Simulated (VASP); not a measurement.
A run of VASP 6.6.1 is set up as follows.

File INCAR:

```
  PREC = Accurate
  ENCUT = 520
  EDIFF = 1E-6
  ISMEAR = 0
  SIGMA = 0.02
  LREAL = F
  LASPH = T
  NELM = 80
  ALGO = Normal
  ISIF = 2
  LWAVE = F
  LCHARG = T
  GGA = PE
  LELF = T
  LVHAR = T
  NBANDS = 35
```

File KPOINTS:

```
Automatic mesh
0
Gamma
  12 12 2
```

File POSCAR:

```
MoS2
1.0
    3.1850687667      0.0000000029      0.0000000000
   -1.5925343858      2.7583504633      0.0000000000
    0.0000000000      0.0000000000     14.8079955286
Mo S
2 4
Direct
    0.6666666667      0.3333333333      0.2500000000
    0.3333333333      0.6666666667      0.7500000000
    0.6666666667      0.3333333333      0.6444803575
    0.3333333333      0.6666666667      0.3555196425
    0.6666666667      0.3333333333      0.8555196425
    0.3333333333      0.6666666667      0.1444803575
```

Potentials or basis: VASP PAW PBE potentials, release 64 (Mo_sv, S).

Run with:

```console
$ cat potpaw_PBE.64/Mo_sv/POTCAR potpaw_PBE.64/S/POTCAR > POTCAR
$ mpirun -np 1 vasp_std > vasp.out
```

Question: Estimate the band gap on the k mesh.

Answer: 1.46 eV (least direct gap 1.67 eV).

Question: Estimate the pressure.

Answer: -0.1 GPa.

Question: Estimate the largest force.

Answer: 0.010 eV/Å.

Forces in eV/Å, atoms in the order of the input:
```
Mo   0.000  0.000  0.000
Mo   0.000  0.000  0.000
S    0.000  0.000  0.010
S    0.000  0.000 -0.010
S    0.000  0.000 -0.010
S    0.000  0.000  0.010
```

Caveat: this functional lacks dispersion, which binds layers or chains, so the pressure and a relaxed spacing across them are unreliable. A k mesh can miss the band edges.
